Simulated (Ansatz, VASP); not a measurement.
## Al in VASP and in Ansatz

File INCAR:

```
SYSTEM = Al
PREC     = Accurate       ! precision mode
ENCUT    = 520            ! plane-wave cutoff, eV
EDIFF    = 1E-6           ! SCF threshold, eV
ISMEAR   = 0              ! smearing method
SIGMA    = 0.05           ! smearing width, eV
LREAL    = .False.        ! projectors in reciprocal space
LASPH    = .True.         ! aspherical terms in the spheres
NELM     = 150            ! most SCF steps
ALGO     = Fast           ! electronic algorithm
ISIF     = 2              ! what is computed and relaxed
LWAVE    = .False.        ! write WAVECAR
LCHARG   = .True.         ! write CHGCAR
MAGMOM   = 0 0 0          ! initial moments
LORBIT   = 11             ! projections on sites
LSORBIT  = .True.         ! spin-orbit coupling
GGA_COMPAT= .False.      
LORBMOM  = .True.       
GGA      = PE             ! functional
LVHAR    = .True.       
NBANDS   = 14             ! bands
```

File KPOINTS:

```
regular mesh
0
Gamma
  18 18 18
  0 0 0
```

POSCAR

```
Al
1.0
    0.0000000000      2.0209177582      2.0209177582
    2.0209177582      0.0000000000      2.0209177582
    2.0209177582      2.0209177582      0.0000000000
Al
1
Direct
    0.0000000000      0.0000000000      0.0000000000
```

Input for Ansatz:

```yaml
crystal:
  lattice:
    - [0.0, 2.0209177582, 2.0209177582]
    - [2.0209177582, 0.0, 2.0209177582]
    - [2.0209177582, 2.0209177582, 0.0]
  atoms:
    - { symbol: Al, position: [0.0, 0.0, 0.0] }
basis:
  ecutwfc: 600
  ecutrho_ratio: 5
kpoints:
  mp_grid: { grid: [18, 18, 18] }
hamiltonian:
  xc: pbe
scf:
  occupations: { method: gaussian, width: 0.05 }
output:
  forces: true
  stress: true
  eigenvalues: true
  populations: true
magnetization:
  noncollinear: true
  spin_orbit: true
```

Alike in both runs: task single point; functional PBE; k mesh 18 × 18 × 18; occupations gaussian, width 0.05 eV; non-collinear spin, spin-orbit coupling.

```csv
,VASP,Ansatz
version,VASP 6.6.1,Ansatz 0.2.0
potentials or method,"VASP PAW PBE potentials, release 64 (Al), cutoff 520 eV","plane waves, PAW"
valence electrons in the cell,3,3
```

|  | VASP | Ansatz | Ansatz less VASP |
| --- | --- | --- | --- |
| pressure (GPa) | 0.0 | 0.0 | +0.02 |
| net moment per atom (μB) | 0.00 | 0.00 | 0.000 |

With one functional, cell and mesh, what is left measures potentials, basis and numerics.
